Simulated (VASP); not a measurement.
# GaP (F-43m) in VASP: a series of runs

Runs on GaP. Level: r2SCAN. Tasks: relaxation of cell and atoms.

Everything below comes from runs of VASP 6.6.1. Logs are shortened: lines on timing, memory, paths and dates and some standing lists are left out, and cuts for length are marked.

### 1 The cell of the first run

It takes space group F-43m (No. 216, cubic). The conventional cell has a = 5.451 Å, b = 5.451 Å, c = 5.451 Å, α = 90.00°, β = 90.00°, γ = 90.00°. Within 3.1 Å of Ga (site symmetry -43m) lie 4 P at 2.36 Å. P (site symmetry -43m) has 4 Ga at 2.36 Å within 3.1 Å.

### 2 Relaxation of cell and atoms, r2SCAN, target pressure 7 GPa, at which the enthalpy is minimised

Contents of POSCAR:

```
GaP
1.0
    2.7252500000      2.7252500000      0.0000000000
   -2.7252500000      2.7252500000      0.0000000000
    0.0000000000      2.7252500000      2.7252500000
Ga P
1 1
Direct
    0.0000000000      0.0000000000      0.0000000000
    0.7500000000      0.2500000000      0.5000000000
```

Contents of INCAR.step1:

```
SYSTEM = GaP
ALGO = Normal ; EDIFF = 1E-4
ENCUT = 600 ; GGA = PE
ISMEAR = 0 ; LASPH = .TRUE.
LCHARG = .FALSE. ; LREAL = .FALSE.
LWAVE = .TRUE. ; NELM = 60
PREC = Accurate ; SIGMA = 0.01
```

Contents of INCAR.step2:

```
SYSTEM = GaP
ALGO = Normal ; EDIFF = 1E-7
EDIFFG = -0.002 ; ENCUT = 600
IBRION = 2 ; ISIF = 3
ISMEAR = 0 ; ISTART = 1
LASPH = .TRUE. ; LCHARG = .FALSE.
LMIXTAU = .TRUE. ; LREAL = .FALSE.
LWAVE = .FALSE. ; METAGGA = R2SCAN
NELM = 60 ; NSW = 100
PREC = Accurate ; PSTRESS = 70.0
SIGMA = 0.01
```

Contents of KPOINTS:

```
k-points
0
G
  8 8 8
  0 0 0
```

Potentials or basis: VASP PAW PBE potentials, release 64 (Ga_d, P).

Run with:

```
cat potpaw_PBE.64/Ga_d/POTCAR potpaw_PBE.64/P/POTCAR > POTCAR
cp INCAR.step1 INCAR
mpirun -np 1 vasp_std > vasp.out
cp INCAR.step2 INCAR
mpirun -np 1 vasp_std > vasp.out
```

OUTCAR:

```text
SYSTEM = GaP
   EDIFF = 1E-7
   EDIFFG = -0.002
   ENCUT = 600
   IBRION = 2
   ISIF = 3
   ISMEAR = 0
   ISTART = 1
   LASPH = .TRUE.
   LREAL = .FALSE.
   METAGGA = R2SCAN
   NELM = 60
   NSW = 100
   PREC = Accurate
   PSTRESS = 70.0

 ion  position               nearest neighbor table
   1  0.000  0.000  0.000-   2 2.36   2 2.36   2 2.36   2 2.36
   2  0.750  0.250  0.500-   1 2.36   1 2.36   1 2.36   1 2.36

  LATTYP: Found a face centered cubic cell.
 ALAT       =     5.4505000000

  Lattice vectors:

 A1 = (   0.0000000000,   2.7252500000,   2.7252500000)
 A2 = (   2.7252500000,   0.0000000000,   2.7252500000)
 A3 = (   2.7252500000,   2.7252500000,   0.0000000000)

Analysis of symmetry for initial positions (statically):
=====================================================================
 Subroutine PRICEL returns:
 Original cell was already a primitive cell.

 Routine SETGRP: Setting up the symmetry group for a
 face centered cubic supercell.

 Subroutine GETGRP returns: Found 24 space group operations
 (whereof 24 operations were pure point group operations)
 out of a pool of 48 trial point group operations.

The static configuration has the point symmetry T_d .

Analysis of symmetry for dynamics (positions and initial velocities):
=====================================================================
 Subroutine PRICEL returns:
 Original cell was already a primitive cell.

 Routine SETGRP: Setting up the symmetry group for a
 face centered cubic supercell.

 Subroutine GETGRP returns: Found 24 space group operations
 (whereof 24 operations were pure point group operations)
 out of a pool of 48 trial point group operations.

The dynamic configuration has the point symmetry T_d .

 Subroutine INISYM returns: Found 24 space group operations
 (whereof 24 operations are pure point group operations),
 and found     1 'primitive' translations

----------------------------------------------------------------------------------------

                                     Primitive cell

  volume of cell :      40.4808

  direct lattice vectors                    reciprocal lattice vectors
     2.725250000  2.725250000  0.000000000     0.183469406  0.183469406 -0.183469406
    -2.725250000  2.725250000  0.000000000    -0.183469406  0.183469406 -0.183469406
     0.000000000  2.725250000  2.725250000     0.000000000  0.000000000  0.366938813

  length of vectors
     3.854085511  3.854085511  3.854085511     0.317778334  0.317778334  0.366938813

  position of ions in fractional coordinates (direct lattice)
[... 100 lines left out ...]
  volume/ion in A,a.u.               =      20.24       136.59
  Fermi-wavevector in a.u.,A,eV,Ry     =   1.249538  2.361284 21.243377  1.561344
  Thomas-Fermi vector in A             =   2.383574
   LORBIT       =      0    0 simple, 1 ext, 2 COOP (PROOUT), +10 PAW based schemes
   METAGGA = R2SCAN    functional components
   LHFCALC =     F    Hartree Fock is set to
   AEXX    =    0.0000 exact exchange contribution
   IVDW    =     0    specifies the selected vdW correction
   LEPSILON=     F    determine dielectric tensor
   LRPA    =     F    only Hartree local field effects (RPA)
 conjugate gradient relaxation of ions
 non-spin polarized calculation
 Gauss-broadening in eV      SIGMA  =   0.01
  energy-cutoff  :      600.00
  volume of cell :       40.48
 maximum number of plane-waves:      1365
   NGX = 15   NGY = 15   NGZ = 15

--------------------------------------- Ionic step        1  -------------------------------------------

 number of electron      18.0000003 magnetization

 Free energy of the ion-electron system (eV)
  ---------------------------------------------------
  ext. energy  EPLUGINS =         0.00000000
  ---------------------------------------------------
  free energy    TOTEN  =       -21.46423071 eV

  energy without entropy =      -21.46423071  energy(sigma->0) =      -21.46423071

------------------------ aborting loop because EDIFF is reached ----------------------------------------

  FORCE on cell =-STRESS in cart. coord.  units (eV):
  Direction    XX          YY          ZZ          XY          YZ          ZX
  --------------------------------------------------------------------------------------
  -------------------------------------------------------------------------------------
  Total       -0.0074444     -0.0074444     -0.0074444      0.0000000     -0.0000000     -0.0000000
  in kB       -0.2946389     -0.2946389     -0.2946389      0.0000000     -0.0000000     -0.0000000
  external PRESSURE =     -70.2946389 kB  Pullay stress =      70.0000000 kB
[... 215 lines left out ...]
--------------------------------------- Ionic step        7  -------------------------------------------

 number of electron      18.0000001 magnetization

 Free energy of the ion-electron system (eV)
  ---------------------------------------------------
  ext. energy  EPLUGINS =         0.00000000
  ---------------------------------------------------
  free energy    TOTEN  =       -21.40959676 eV

  energy without entropy =      -21.40959676  energy(sigma->0) =      -21.40959676

 E-fermi :   5.2995     XC(G=0): -10.8880

 val. band max:        5.1944614336   @ k =   0.0000   0.0000   0.0000
 cond. band min:       6.9572418218   @ k =   0.5000   0.5000   0.0000
 fundamental gap:      1.7627803882
 Fermi energy:         5.2995136048

 k-point     1 :       0.0000    0.0000    0.0000
  band No.  band energies     occupation
      1      -9.9301      2.00000
      2      -9.9301      2.00000
      3      -9.9300      2.00000
      4      -9.7921      2.00000
      5      -9.7921      2.00000
      6      -8.3832      2.00000
      7       5.1944      2.00000
      8       5.1945      2.00000
      9       5.1945      2.00000
     10       8.1496      0.00000
     11       9.3549      0.00000
     12       9.3549      0.00000
     13       9.3549      0.00000
[... 354 lines left out ...]
  band No.  band energies     occupation
      1     -10.0594      2.00000
      2      -9.8873      2.00000
      3      -9.8722      2.00000
      4      -9.7997      2.00000
      5      -9.7826      2.00000
      6      -5.5119      2.00000
      7      -1.7883      2.00000
      8       1.6427      2.00000
      9       2.9844      2.00000
     10       9.2075      0.00000
     11       9.8025      0.00000
     12      12.3210      0.00000
     13      13.8375      0.00000

 [... further k-points ...]

------------------------ aborting loop because EDIFF is reached ----------------------------------------

  FORCE on cell =-STRESS in cart. coord.  units (eV):
  Direction    XX          YY          ZZ          XY          YZ          ZX
  --------------------------------------------------------------------------------------
  -------------------------------------------------------------------------------------
  Total        1.6519687      1.6519687      1.6519687      0.0000000      0.0000000      0.0000000
  in kB       70.0187426     70.0187426     70.0187426      0.0000000      0.0000000      0.0000000
  external PRESSURE =       0.0187426 kB  Pullay stress =      70.0000000 kB
[... 21 lines left out ...]
  energy  without entropy=      -21.4095967602  energy(sigma->0) =      -21.40959676

  enthalpy is  TOTEN    =       -19.7580702114 eV   P V=        1.6515265488

 reached required accuracy - stopping structural energy minimisation
```

OUTCAR.step1:

```text
SYSTEM = GaP
   EDIFF = 1E-4
   ENCUT = 600
   GGA = PE
   ISMEAR = 0
   LASPH = .TRUE.
   LREAL = .FALSE.
[... 604 lines left out ...]
      0.00000      0.00000      0.00000        -0.000000     -0.000000      0.000000
      1.36263      4.08788      1.36262         0.000000      0.000000      0.000000
 -----------------------------------------------------------------------------------
    total drift:                               -0.000002     -0.000000      0.000000

  FREE ENERGIE OF THE ION-ELECTRON SYSTEM (eV)
  ---------------------------------------------------
  free  energy   TOTEN  =        -9.1159766588 eV

  energy  without entropy=       -9.1159766588  energy(sigma->0) =       -9.11597666
```

OSZICAR.step1:

```text
N       E                     dE             d eps       ncg     rms          rms(c)
DAV:   1     0.836481894276E+02    0.83648E+02   -0.99765E+03   762   0.216E+03
DAV:   2    -0.279203528935E+01   -0.86440E+02   -0.83650E+02   809   0.349E+02
DAV:   3    -0.926828977364E+01   -0.64763E+01   -0.64336E+01   962   0.789E+01
DAV:   4    -0.938283751648E+01   -0.11455E+00   -0.11449E+00   915   0.111E+01
DAV:   5    -0.938552620323E+01   -0.26887E-02   -0.26884E-02   973   0.139E+00    0.425E+00
DAV:   6    -0.914211588705E+01    0.24341E+00   -0.46767E-01  1146   0.130E+01    0.279E+00
DAV:   7    -0.911528300495E+01    0.26833E-01   -0.11763E-01   963   0.254E+00    0.112E+00
DAV:   8    -0.911555127617E+01   -0.26827E-03   -0.14828E-02   884   0.184E+00    0.173E-01
DAV:   9    -0.911591780907E+01   -0.36653E-03   -0.15991E-03   986   0.704E-01    0.871E-02
DAV:  10    -0.911597665879E+01   -0.58850E-04   -0.98881E-05   612   0.125E-01
   1 F= -.91159767E+01 E0= -.91159767E+01  d E =-.666263E-57
```

It took 8.8 min on 1 thread of Intel Xeon 8259CL, shared host; peak memory 0.21 GiB.

What came out:

| Item | Value |
| --- | --- |
| Free energy | -21.4096 eV |
| Relaxed volume | 18.90 Å³/atom |
| Relaxed cell | a = 3.767 Å, b = 3.767 Å, c = 3.767 Å, α = 60.00°, β = 60.00°, γ = 90.00° |
| Space group after relaxing (to 0.1 Å) | F-43m (No. 216) |
| Energy change on relaxing (the run minimises the enthalpy) | +27.3 meV/atom |
| Ionic steps | 7 |
| Pressure after relaxing | 7.0 GPa |
| Band gap on the k mesh | 1.76 eV (least direct gap 2.96 eV) |

Step by step:
```
step  energy change (eV)  largest force (eV/Å)  pressure (GPa)  volume (Å³)
   1              0.0000                0.0000           -0.03        40.48
   2              0.2116                0.0000           15.34        35.50
   3              0.0541                0.0000            6.97        37.81
   4              0.0564                0.0000            7.12        37.76
   5              0.0534                0.0000            6.92        37.83
   6              0.0551                0.0000            7.03        37.79
   7              0.0546                0.0000            7.00        37.80
```

Final structure:
```
Ga P
1.0
     2.66372    2.66372    0.00000
    -2.66372    2.66372    0.00000
     0.00000    2.66372    2.66372
Ga P
1 1
Direct
  0.00000 0.00000 0.00000
  0.75000 0.25000 0.50000
```

Levels at points of the mesh, in eV from the valence-band top:
| k point | band 5 | band 6 | band 7 | band 8 | band 9 | band 10 | band 11 | band 12 | band 13 |
| --- | --- | --- | --- | --- | --- | --- | --- | --- | --- |
| (0.00, 0.00, 0.00) | -14.99 | -13.58 | 0.00 | 0.00 | 0.00 | 2.96 | 4.16 | 4.16 | 4.16 |
| (0.50, 0.00, 0.00) | -14.98 | -11.17 | -7.27 | -1.28 | -1.28 | 2.26 | 5.02 | 5.02 | 8.97 |
| (0.50, 0.50, 0.00) | -14.96 | -10.14 | -7.31 | -3.06 | -3.06 | 1.76 | 2.03 | 11.89 | 11.89 |

Caveat: the cell is relaxed towards a set pressure, so the run minimises the enthalpy, not the energy; the PAW data sets were made with another functional, which shifts forces and pressure a little.

### 3 Relaxation of cell and atoms, r2SCAN, target pressure 10 GPa, at which the enthalpy is minimised

POSCAR is that of step 2.

Contents of INCAR.step1:

```
PREC = Accurate
ENCUT = 600
ISMEAR = 0
SIGMA = 0.01
LREAL = F
LASPH = T
NELM = 80
GGA = PE
ALGO = Normal
EDIFF = 1E-4
LWAVE = T
LCHARG = F
```

Contents of INCAR.step2:

```
PREC = Accurate
ENCUT = 600
EDIFF = 1E-6
ISMEAR = 0
SIGMA = 0.01
LREAL = F
LASPH = T
NELM = 80
ALGO = Normal
ISIF = 3
LWAVE = F
LCHARG = F
METAGGA = R2SCAN
LMIXTAU = T
IBRION = 2
NSW = 100
EDIFFG = -0.002
PSTRESS = 100.0
ISTART = 1
```

Contents of KPOINTS:

```
Automatic mesh
0
Gamma
  8 8 8
```

Potentials or basis: VASP PAW PBE potentials, release 64 (Ga_d, P).

Run with:

```
cat potpaw_PBE.64/Ga_d/POTCAR potpaw_PBE.64/P/POTCAR > POTCAR
cp INCAR.step1 INCAR
mpirun -np 1 vasp_std > vasp.out
cp INCAR.step2 INCAR
mpirun -np 1 vasp_std > vasp.out
```

OUTCAR:

```text
PREC = Accurate
   ENCUT = 600
   EDIFF = 1E-6
   ISMEAR = 0
   LREAL = F
   LASPH = T
   NELM = 80
   ISIF = 3
   METAGGA = R2SCAN
   IBRION = 2
   NSW = 100
   EDIFFG = -0.002
   PSTRESS = 100.0
   ISTART = 1

 ion  position               nearest neighbor table
   1  0.000  0.000  0.000-   2 2.36   2 2.36   2 2.36   2 2.36
   2  0.750  0.250  0.500-   1 2.36   1 2.36   1 2.36   1 2.36

  LATTYP: Found a face centered cubic cell.
 ALAT       =     5.4505000000

  Lattice vectors:

 A1 = (   0.0000000000,   2.7252500000,   2.7252500000)
 A2 = (   2.7252500000,   0.0000000000,   2.7252500000)
 A3 = (   2.7252500000,   2.7252500000,   0.0000000000)

Analysis of symmetry for initial positions (statically):
=====================================================================
 Subroutine PRICEL returns:
 Original cell was already a primitive cell.

 Routine SETGRP: Setting up the symmetry group for a
 face centered cubic supercell.

 Subroutine GETGRP returns: Found 24 space group operations
 (whereof 24 operations were pure point group operations)
 out of a pool of 48 trial point group operations.

The static configuration has the point symmetry T_d .

Analysis of symmetry for dynamics (positions and initial velocities):
[... 170 lines left out ...]
  external PRESSURE =     -99.7840392 kB  Pullay stress =     100.0000000 kB
[... 291 lines left out ...]
--------------------------------------- Ionic step        9  -------------------------------------------

 number of electron      17.9999997 magnetization

 Free energy of the ion-electron system (eV)
  ---------------------------------------------------
  ext. energy  EPLUGINS =         0.00000000
  ---------------------------------------------------
  free energy    TOTEN  =       -21.36194424 eV

  energy without entropy =      -21.36194424  energy(sigma->0) =      -21.36194424

 E-fermi :   5.5587     XC(G=0): -11.0102

 val. band max:        5.4676887919   @ k =   0.0000   0.0000   0.0000
 cond. band min:       7.1726743323   @ k =   0.5000   0.5000   0.0000
 fundamental gap:      1.7049855404
 Fermi energy:         5.5586815424

 k-point     1 :       0.0000    0.0000    0.0000
  band No.  band energies     occupation
      1      -9.7158      2.00000
      2      -9.7158      2.00000
      3      -9.7157      2.00000
      4      -9.5681      2.00000
      5      -9.5681      2.00000
      6      -8.3186      2.00000
      7       5.4677      2.00000
      8       5.4677      2.00000
      9       5.4677      2.00000
     10       8.6419      0.00000
     11       9.6122      0.00000
     12       9.6122      0.00000
     13       9.6123      0.00000
[... 354 lines left out ...]
  band No.  band energies     occupation
      1      -9.8567      2.00000
      2      -9.6699      2.00000
      3      -9.6535      2.00000
      4      -9.5765      2.00000
      5      -9.5578      2.00000
      6      -5.3402      2.00000
      7      -1.6553      2.00000
      8       1.8188      2.00000
      9       3.1821      2.00000
     10       9.5385      0.00000
     11      10.0596      0.00000
     12      12.6656      0.00000
     13      14.1785      0.00000

 [... further k-points ...]

------------------------ aborting loop because EDIFF is reached ----------------------------------------

  FORCE on cell =-STRESS in cart. coord.  units (eV):
  Direction    XX          YY          ZZ          XY          YZ          ZX
  --------------------------------------------------------------------------------------
  -------------------------------------------------------------------------------------
  Total        2.2996989      2.2996989      2.2996989      0.0000000     -0.0000000     -0.0000000
  in kB       99.8656335     99.8656335     99.8656335      0.0000000     -0.0000000     -0.0000000
  external PRESSURE =      -0.1343665 kB  Pullay stress =     100.0000000 kB
[... 21 lines left out ...]
  energy  without entropy=      -21.3619442433  energy(sigma->0) =      -21.36194424

  enthalpy is  TOTEN    =       -19.0591511460 eV   P V=        2.3027930973

 reached required accuracy - stopping structural energy minimisation
```

OUTCAR.step1:

```text
PREC = Accurate
   ENCUT = 600
   ISMEAR = 0
   LREAL = F
   LASPH = T
[... 604 lines left out ...]
 -----------------------------------------------------------------------------------
      0.00000      0.00000      0.00000        -0.000000     -0.000000      0.000000
      1.36263      4.08788      1.36262         0.000000      0.000000      0.000000
 -----------------------------------------------------------------------------------
    total drift:                               -0.000002     -0.000000      0.000000

  FREE ENERGIE OF THE ION-ELECTRON SYSTEM (eV)
  ---------------------------------------------------
  free  energy   TOTEN  =        -9.1159766588 eV

  energy  without entropy=       -9.1159766588  energy(sigma->0) =       -9.11597666
```

Wall time 8.9 min (1 thread of Intel Xeon 8259CL, shared host); peak memory 0.21 GiB.

Results:

```
Free energy                                                : -21.3619 eV
Relaxed volume                                             : 18.45 Å³/atom
Relaxed cell                                               : a = 3.737 Å, b = 3.737 Å, c = 3.737 Å, α = 60.00°, β = 60.00°, γ = 90.00°
Space group after relaxing (to 0.1 Å)                      : F-43m (No. 216)
Energy change on relaxing (the run minimises the enthalpy) : +51.1 meV/atom
Ionic steps                                                : 9
Pressure after relaxing                                    : 10.0 GPa
Band gap on the k mesh                                     : 1.71 eV (least direct gap 3.17 eV)
```

Step by step:
| step | energy change (eV) | largest force (eV/Å) | pressure (GPa) | volume (Å³) |
| --- | --- | --- | --- | --- |
| 1 | 0.0000 | 0.0000 | 0.02 | 40.48 |
| 2 | 0.4548 | 0.0000 | 24.84 | 33.54 |
| 3 | 0.0998 | 0.0000 | 9.90 | 36.93 |
| 4 | 0.1041 | 0.0000 | 10.16 | 36.87 |
| 5 | 0.0987 | 0.0000 | 9.66 | 36.95 |
| 6 | 0.1027 | 0.0000 | 10.05 | 36.89 |
| 7 | 0.1021 | 0.0000 | 9.95 | 36.90 |
| 8 | 0.1024 | 0.0000 | 10.03 | 36.89 |
| 9 | 0.1023 | 0.0000 | 9.99 | 36.89 |

Final structure:
```xyz
2
Lattice="2.6423 2.6423 0.0000 -2.6423 2.6423 0.0000 0.0000 2.6423 2.6423" Properties=species:S:1:pos:R:3 pbc="T T T"
Ga    0.0000    2.6423    2.6423
P     1.3211    3.9634    1.3211
```

Levels at points of the mesh, in eV from the valence-band top:
| k point | band 6 | band 7 | band 8 | band 9 | band 10 | band 11 | band 12 | band 13 |
| --- | --- | --- | --- | --- | --- | --- | --- | --- |
| (0.00, 0.00, 0.00) | -13.79 | 0.00 | 0.00 | 0.00 | 3.17 | 4.14 | 4.14 | 4.14 |
| (0.50, 0.00, 0.00) | -11.29 | -7.44 | -1.32 | -1.32 | 2.34 | 5.01 | 5.01 | 9.01 |
| (0.50, 0.50, 0.00) | -10.22 | -7.44 | -3.15 | -3.15 | 1.71 | 1.99 | 12.07 | 12.07 |

Caveat: the cell is relaxed towards a set pressure, so the run minimises the enthalpy, not the energy; the PAW data sets were made with another functional, which shifts forces and pressure a little.

(Part 1 of 2 ends here.)
